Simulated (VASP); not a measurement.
# V3Si (Pm-3n) in VASP: single point with PBE

Aim: the single point of V3Si with PBE.

Everything below comes from runs of VASP 6.6.1. Logs are shortened: lines on timing, memory, paths and dates and some standing lists are left out, and cuts for length are marked.

## Step 1: The cell of the first run

It takes space group Pm-3n (No. 223, cubic). The conventional cell has a = 4.732 Å, b = 4.732 Å, c = 4.732 Å, α = 90.00°, β = 90.00°, γ = 90.00°. Within 3.1 Å of V (site symmetry -4m2) lie 10 V at 2.37 to 2.90 Å and 4 Si at 2.65 Å. Si (site symmetry m-3) has 12 V at 2.65 Å within 3.5 Å.

## Step 2: Single point, PBE, collinear spin, ferromagnetic start

Input file INCAR:

```
PREC     = Accurate       # precision mode
ENCUT    = 500            # plane-wave cutoff, eV
EDIFF    = 1E-6           # SCF threshold, eV
ISMEAR   = 0              # smearing method
SIGMA    = 0.05           # smearing width, eV
LREAL    = False          # projectors in reciprocal space
LASPH    = True           # aspherical terms in the spheres
NELM     = 200            # most SCF steps
ALGO     = Normal         # electronic algorithm
ISIF     = 2              # what is computed and relaxed
LWAVE    = False          # write WAVECAR
LCHARG   = False          # write CHGCAR
ISPIN    = 2              # spin polarisation
MAGMOM   = 1 1 1 1 1 1 0 0 # initial moments
LORBIT   = 11             # projections on sites
LMAXMIX  = 4              # l up to which the mixer works
GGA      = PE             # functional
NBANDS   = 57             # bands
GGA_COMPAT= False
```

Input file KPOINTS:

```
Automatic mesh
0
Gamma
  8 8 8
```

Input file POSCAR:

```
V3Si
1.0
    4.7320000000      0.0000000000      0.0000000000
    0.0000000000      4.7320000000      0.0000000000
    0.0000000000      0.0000000000      4.7320000000
V Si
6 2
Direct
    0.2500000000      0.0000000000      0.5000000000
    0.5000000000      0.7500000000      0.0000000000
    0.7500000000      0.0000000000      0.5000000000
    0.5000000000      0.2500000000      0.0000000000
    0.0000000000      0.5000000000      0.7500000000
    0.0000000000      0.5000000000      0.2500000000
    0.0000000000      0.0000000000      0.0000000000
    0.5000000000      0.5000000000      0.5000000000
```

Potentials or basis: VASP PAW PBE potentials, release 64 (V_sv, Si).

Run with:

```bash
$ cat potpaw_PBE.64/V_sv/POTCAR potpaw_PBE.64/Si/POTCAR > POTCAR
$ mpirun -np 1 vasp_std > vasp.out
```

OUTCAR:

```text
PREC = Accurate
   ENCUT = 500
   EDIFF = 1E-6
   ISMEAR = 0
   LREAL = False
   LASPH = True
   NELM = 200
   ISIF = 2
   ISPIN = 2
   LORBIT = 11
   GGA = PE

 ion  position               nearest neighbor table
   1  0.250  0.000  0.500-   3 2.37   3 2.37   8 2.65   7 2.65   8 2.65   7 2.65   4 2.90   2 2.90
                             4 2.90   5 2.90   5 2.90   6 2.90   6 2.90   2 2.90
   2  0.500  0.750  0.000-   4 2.37   4 2.37   8 2.65   8 2.65   7 2.65   7 2.65   1 2.90   1 2.90
                             3 2.90   5 2.90   6 2.90   5 2.90   6 2.90   3 2.90
   3  0.750  0.000  0.500-   1 2.37   1 2.37   8 2.65   7 2.65   8 2.65   7 2.65   4 2.90   2 2.90
                             4 2.90   5 2.90   5 2.90   6 2.90   6 2.90   2 2.90
   4  0.500  0.250  0.000-   2 2.37   2 2.37   8 2.65   8 2.65   7 2.65   7 2.65   3 2.90   1 2.90
                             3 2.90   5 2.90   6 2.90   5 2.90   6 2.90   1 2.90
   5  0.000  0.500  0.750-   6 2.37   6 2.37   8 2.65   7 2.65   7 2.65   8 2.65   3 2.90   4 2.90
                             1 2.90   3 2.90   1 2.90   2 2.90   4 2.90   2 2.90
   6  0.000  0.500  0.250-   5 2.37   5 2.37   8 2.65   7 2.65   7 2.65   8 2.65   3 2.90   4 2.90
                             1 2.90   3 2.90   1 2.90   2 2.90   4 2.90   2 2.90
   7  0.000  0.000  0.000-   1 2.65   2 2.65   3 2.65   4 2.65   5 2.65   6 2.65   1 2.65   3 2.65
                             5 2.65   6 2.65   2 2.65   4 2.65
   8  0.500  0.500  0.500-   1 2.65   2 2.65   3 2.65   4 2.65   5 2.65   6 2.65   2 2.65   4 2.65
                             1 2.65   3 2.65   5 2.65   6 2.65

  LATTYP: Found a simple cubic cell.
 ALAT       =     4.7320000000

  Lattice vectors:

 A1 = (   4.7320000000,   0.0000000000,   0.0000000000)
 A2 = (   0.0000000000,   4.7320000000,   0.0000000000)
 A3 = (   0.0000000000,   0.0000000000,   4.7320000000)

Analysis of symmetry for initial positions (statically):
=====================================================================
 Subroutine PRICEL returns:
 Original cell was already a primitive cell.

 Routine SETGRP: Setting up the symmetry group for a
 simple cubic supercell.

 Subroutine GETGRP returns: Found 48 space group operations
 (whereof 24 operations were pure point group operations)
 out of a pool of 48 trial point group operations.

The static configuration has the point symmetry T_h .
 The point group associated with its full space group is O_h .

Analysis of symmetry for dynamics (positions and initial velocities):
=====================================================================
 Subroutine PRICEL returns:
 Original cell was already a primitive cell.

 Routine SETGRP: Setting up the symmetry group for a
 simple cubic supercell.

 Subroutine GETGRP returns: Found 48 space group operations
 (whereof 24 operations were pure point group operations)
 out of a pool of 48 trial point group operations.

The dynamic configuration has the point symmetry T_h .
 The point group associated with its full space group is O_h .

Analysis of structural, dynamic, and magnetic symmetry:
=====================================================================
 Subroutine PRICEL returns:
 Original cell was already a primitive cell.

 Routine SETGRP: Setting up the symmetry group for a
 simple cubic supercell.

 Subroutine GETGRP returns: Found 48 space group operations
 (whereof 24 operations were pure point group operations)
 out of a pool of 48 trial point group operations.

The overall configuration has the point symmetry T_h .
 The point group associated with its full space group is O_h .

 Subroutine INISYM returns: Found 48 space group operations
 (whereof 24 operations are pure point group operations),
 and found     1 'primitive' translations

----------------------------------------------------------------------------------------

                                     Primitive cell

  volume of cell :     105.9581

  direct lattice vectors                    reciprocal lattice vectors
     4.732000000  0.000000000  0.000000000     0.211327134  0.000000000  0.000000000
     0.000000000  4.732000000  0.000000000     0.000000000  0.211327134  0.000000000
     0.000000000  0.000000000  4.732000000     0.000000000  0.000000000  0.211327134

  length of vectors
     4.732000000  4.732000000  4.732000000     0.211327134  0.211327134  0.211327134

  position of ions in fractional coordinates (direct lattice)
     0.250000000  0.000000000  0.500000000
     0.500000000  0.750000000  0.000000000
     0.750000000  0.000000000  0.500000000
     0.500000000  0.250000000  0.000000000
[... 81 lines left out ...]
   ISPIN  =      2    spin polarized calculation?
   LNONCOLLINEAR =      F non collinear calculations
   LSORBIT =      F    spin-orbit coupling
   LASPH  =      T    aspherical Exc in radial PAW
   ENCUT  =  500.0 eV  36.75 Ry    6.06 a.u.   8.63  8.63  8.63*2*pi/ulx,y,z
   NELM   =    200;   NELMIN=  2; NELMDL= -5     # of ELM steps
   EDIFF  = 0.1E-05   stopping-criterion for ELM
   LREAL  =      F    real-space projection
   EDIFFG = 0.1E-04   stopping-criterion for IOM
   NSW    =      0    number of steps for IOM
   IBRION =     -1    ionic relax: 0-MD 1-quasi-New 2-CG
   NFREE  =      0    steps in history (QN), initial steepest desc. (CG)
   ISIF   =      2    stress and relaxation
   ISYM   =      2    0-nonsym 1-usesym 2-fastsym
   POTIM  = 0.5000    time-step for ionic-motion
   TEBEG  =    0.0;   TEEND  =   0.0 temperature during run
   PSTRESS=    0.0 pullay stress
   NELECT =      86.0000    total number of electrons
   NUPDOWN=      -1.0000    fix difference up-down
   EMIN   =  10.00;   EMAX   =-10.00  energy-range for DOS
   EFERMI =   0.00;   METHOD = LEGACY
   ISMEAR =     0;   SIGMA  =   0.05  broadening in eV -4-tet -1-fermi 0-gaus
   EFERMI_NEDOS =   21; number of points for ismear=-14 and -15
   IALGO  =     38    algorithm
   IMIX   =      4    mixing-type and parameters
     AMIX     =   0.40;   BMIX     =  1.00
     AMIX_MAG =   1.60;   BMIX_MAG =  1.00
  volume/ion in A,a.u.               =      13.24        89.38
  Fermi-wavevector in a.u.,A,eV,Ry     =   1.527084  2.885770 31.728587  2.331985
  Thomas-Fermi vector in A             =   2.635029
   LORBIT       =     11    0 simple, 1 ext, 2 COOP (PROOUT), +10 PAW based schemes
   GGA     = PE    functional components
   LHFCALC =     F    Hartree Fock is set to
   AEXX    =    0.0000 exact exchange contribution
   IVDW    =     0    specifies the selected vdW correction
   LEPSILON=     F    determine dielectric tensor
   LRPA    =     F    only Hartree local field effects (RPA)
 spin polarized calculation
 Gauss-broadening in eV      SIGMA  =   0.05
  energy-cutoff  :      500.00
  volume of cell :      105.96
 maximum number of plane-waves:      2730
 NGX is ok and might be reduce to    36
   NGX = 17   NGY = 17   NGZ = 17

 number of electron      86.0000095 magnetization       1.0248890

 Free energy of the ion-electron system (eV)
  ---------------------------------------------------
  ext. energy  EPLUGINS =         0.00000000
  ---------------------------------------------------
  free energy    TOTEN  =       -68.50682261 eV

  energy without entropy =      -68.48858142  energy(sigma->0) =      -68.49770201

 E-fermi :  10.0780     XC(G=0): -12.6206

 val. band max:       10.0775636901   @ k =   0.5000   0.3750   0.3750
 cond. band min:      10.0797425959   @ k =   0.5000   0.5000   0.2500
 fundamental gap:      0.0021789058
 Fermi energy:        10.0780252858

 spin component 1

 k-point     1 :       0.0000    0.0000    0.0000
  band No.  band energies     occupation
      1     -53.8020      1.00000
      2     -53.7313      1.00000
      3     -53.7313      1.00000
      4     -53.5306      1.00000
      5     -53.5306      1.00000
      6     -53.5306      1.00000
[... 1381 lines left out ...]
     54      12.5311      0.00000
     55      12.5696      0.00000

 [... further k-points ...]

 spin component 2

 k-point     1 :       0.0000    0.0000    0.0000
  band No.  band energies     occupation
      1     -53.6725      1.00000
      2     -53.6019      1.00000
      3     -53.6019      1.00000
      4     -53.4010      1.00000
      5     -53.4010      1.00000
      6     -53.4010      1.00000
[... 1381 lines left out ...]
     54      12.6503      0.00000
     55      12.6939      0.00000

 [... further k-points ...]

 [bands above 55 left out]

------------------------ aborting loop because EDIFF is reached ----------------------------------------

  FORCE on cell =-STRESS in cart. coord.  units (eV):
  Direction    XX          YY          ZZ          XY          YZ          ZX
  --------------------------------------------------------------------------------------
  -------------------------------------------------------------------------------------
  Total       -2.3448625     -2.3448625     -2.3448625      0.0000000      0.0000000      0.0000000
  in kB      -35.4563278    -35.4563278    -35.4563278      0.0000000      0.0000000      0.0000000
  external PRESSURE =     -35.4563278 kB  Pullay stress =       0.0000000 kB

 VOLUME and BASIS-vectors are now :
 -----------------------------------------------------------------------------
  energy-cutoff  :      500.00
  volume of cell :      105.96
      direct lattice vectors                 reciprocal lattice vectors
     4.732000000  0.000000000  0.000000000     0.211327134  0.000000000  0.000000000
     0.000000000  4.732000000  0.000000000     0.000000000  0.211327134  0.000000000
     0.000000000  0.000000000  4.732000000     0.000000000  0.000000000  0.211327134

 POSITION                                       TOTAL-FORCE (eV/Angst)
 -----------------------------------------------------------------------------------
      1.18300      0.00000      2.36600        -0.000000      0.000000     -0.000000
      2.36600      3.54900      0.00000        -0.000000     -0.000000     -0.000000
      3.54900      0.00000      2.36600         0.000000     -0.000000      0.000000
      2.36600      1.18300      0.00000         0.000000      0.000000      0.000000
      0.00000      2.36600      3.54900        -0.000000      0.000000      0.000000
      0.00000      2.36600      1.18300        -0.000000      0.000000     -0.000000
      0.00000      0.00000      0.00000         0.000000     -0.000000     -0.000000
      2.36600      2.36600      2.36600         0.000000     -0.000000     -0.000000
 -----------------------------------------------------------------------------------
    total drift:                                0.000000      0.000000     -0.000000

  FREE ENERGIE OF THE ION-ELECTRON SYSTEM (eV)
  ---------------------------------------------------
  free  energy   TOTEN  =       -68.5068226091 eV

  energy  without entropy=      -68.4885814199  energy(sigma->0) =      -68.49770201

 total charge

# of ion       s       p       d       tot
------------------------------------------
    1        2.295   6.228   3.133  11.656
    2        2.295   6.228   3.133  11.656
    3        2.295   6.228   3.133  11.656
    4        2.295   6.228   3.133  11.656
    5        2.295   6.228   3.133  11.656
    6        2.295   6.228   3.133  11.656
    7        0.725   0.943   0.000   1.668
    8        0.725   0.943   0.000   1.668
--------------------------------------------------
tot         15.218  39.254  18.800  73.272

 magnetization (x)

# of ion       s       p       d       tot
------------------------------------------
    1        0.001   0.009   0.132   0.142
    2        0.001   0.009   0.132   0.142
    3        0.001   0.009   0.132   0.142
    4        0.001   0.009   0.132   0.142
    5        0.001   0.009   0.132   0.142
    6        0.001   0.009   0.132   0.142
    7       -0.002  -0.004   0.000  -0.006
    8       -0.002  -0.004   0.000  -0.006
--------------------------------------------------
tot          0.003   0.045   0.790   0.839
```

It took 3.2 min on 1 thread of AMD EPYC 9R45 (Zen 5), shared host; peak memory 0.38 GiB.

Results:

| Item | Value |
| --- | --- |
| Free energy | -68.5068 eV |
| Pressure | -3.5 GPa |
| Net moment | 1.02 μB per cell |
| Site moments | V +0.14; Si -0.01 μB |
| Valence electrons inside the program's atomic spheres | V 11.66; Si 1.67 |

Caveat: the cell stands under tension.
